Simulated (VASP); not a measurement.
# CuMo18S36 (a cell with a defect): single point with PBE

CuMo18S36 (a cell with a defect):

```
Mo S Cu
1.0
     9.36699    0.00000    0.00000
    -4.68349    8.11205    0.00000
     0.00000    0.00000   12.08270
Mo S Cu
18 36 1
Direct
  0.22261 0.10976 0.25292
  0.11124 0.21877 0.74574
  0.21826 0.44083 0.25730
  0.11120 0.55694 0.74574
  0.22261 0.77624 0.25294
  0.11260 0.88854 0.74728
  0.55547 0.10944 0.25301
  0.44418 0.21872 0.74573
  0.55802 0.44085 0.25732
  0.44603 0.55531 0.74655
  0.55802 0.78057 0.25735
  0.44418 0.89002 0.74569
  0.88943 0.10943 0.25301
  0.77929 0.22189 0.74729
  0.88943 0.44340 0.25300
  0.78249 0.55696 0.74573
  0.88909 0.77624 0.25294
  0.78253 0.89005 0.74569
  0.22313 0.10961 0.61718
  0.10962 0.21755 0.38348
  0.22357 0.11048 0.87593
  0.11188 0.22234 0.12480
  0.22392 0.44421 0.61866
  0.10961 0.55546 0.38349
  0.21086 0.43769 0.87418
  0.11189 0.55295 0.12481
  0.22309 0.77799 0.61716
  0.11144 0.88743 0.38150
  0.22359 0.77758 0.87592
  0.11143 0.88741 0.12350
  0.55795 0.11127 0.61718
  0.44339 0.21755 0.38349
  0.55585 0.11018 0.87570
  0.44592 0.22236 0.12481
  0.55701 0.44418 0.61866
  0.44475 0.55406 0.38496
  0.56360 0.43762 0.87415
  0.44477 0.55411 0.13826
  0.55703 0.77738 0.61863
  0.44339 0.88926 0.38350
  0.56368 0.79067 0.87410
  0.44592 0.88695 0.12483
  0.89001 0.11130 0.61719
  0.77812 0.22076 0.38157
  0.89104 0.11022 0.87571
  0.77811 0.22075 0.12373
  0.88995 0.44320 0.61720
  0.78131 0.55546 0.38350
  0.89102 0.44529 0.87573
  0.77650 0.55294 0.12482
  0.89156 0.77799 0.61716
  0.78133 0.88926 0.38351
  0.89067 0.77759 0.87591
  0.77648 0.88694 0.12483
  0.44634 0.55557 0.96588
```

| Quantity | Value |
| --- | --- |
| Program | VASP 6.6.1 |
| Task | single point |
| Functional | PBE |
| Potentials or basis | VASP PAW PBE potentials, release 64 (Mo_sv, S, Cu) |
| Cutoff | 520 eV |
| k mesh | 1 × 1 × 1 |
| Occupations | fermi-dirac, width 0.01 eV |
| Spin | collinear spin |
| Fixed moment | 1 μB |

```yaml
Pressure: 9.6 GPa
Largest_force: 0.032 eV/Å
Net_moment: 1.00 μB per cell
Site_moments: Mo +0.02, +0.05, +0.10, +0.03, +0.29, +0.13 (each value once); S -0.00, +0.00 (each value once); Cu +0.01 μB
Valence_electrons_inside_the_program's_atomic_spheres: Mo 12.55, 12.58, 12.59, 12.56 (each value once); S 3.72, 3.75, 3.71, 3.78 (each value once); Cu 10.23
```

Forces on the atoms (eV/Å):
```
Mo   0.001  0.001  0.001
Mo  -0.001 -0.003 -0.003
Mo   0.001  0.002  0.003
Mo  -0.002  0.000 -0.004
Mo   0.000  0.002  0.002
Mo   0.001 -0.002 -0.003
Mo   0.002  0.002  0.002
Mo   0.001 -0.003 -0.003
Mo   0.000  0.003  0.003
Mo  -0.002 -0.003 -0.011
Mo   0.000  0.001  0.006
Mo  -0.002  0.000 -0.003
Mo  -0.001  0.002  0.002
Mo   0.001  0.000 -0.002
Mo   0.001  0.000  0.002
Mo   0.002 -0.001 -0.004
Mo   0.001  0.001  0.001
Mo   0.002  0.000 -0.002
S   -0.002 -0.002  0.016
S   -0.001  0.004 -0.015
S   -0.001 -0.001 -0.012
S    0.001 -0.002  0.011
S   -0.003 -0.002  0.012
S    0.000  0.000 -0.014
S   -0.022 -0.013 -0.020
S    0.000  0.000  0.012
S    0.000 -0.002  0.016
S    0.000  0.000 -0.015
S    0.000 -0.001 -0.015
S    0.001  0.003  0.011
S   -0.001 -0.005  0.015
S    0.001  0.004 -0.015
S   -0.002 -0.001 -0.014
S    0.000  0.001  0.012
S   -0.001  0.000  0.014
S    0.000  0.001 -0.012
S    0.018 -0.013 -0.015
S    0.002 -0.004  0.032
S   -0.002  0.002  0.012
S    0.001  0.003 -0.014
S    0.001  0.016 -0.013
S    0.001  0.001  0.010
S    0.002 -0.003  0.014
S    0.001  0.003 -0.015
S    0.001 -0.001 -0.015
S    0.000  0.001  0.013
S    0.002  0.000  0.016
S   -0.001  0.000 -0.014
S    0.000  0.001 -0.014
S    0.002  0.002  0.014
S    0.000  0.000  0.016
S   -0.002  0.003 -0.014
S    0.001  0.001 -0.013
S    0.003  0.001  0.012
Cu  -0.004 -0.002  0.013
```

Stress tensor (GPa, compression positive):
```
10.27  0.00 -0.01
 0.00 10.26 -0.01
-0.01 -0.01  8.22
```

It took 54 min on 1 thread of Intel Xeon 8259CL, on a shared host, peak memory 1.3 GiB.

Caveat: the k points lie up to 0.77 Å⁻¹ apart; the total moment is fixed, so each spin has its own Fermi level and the state may be an excited one.
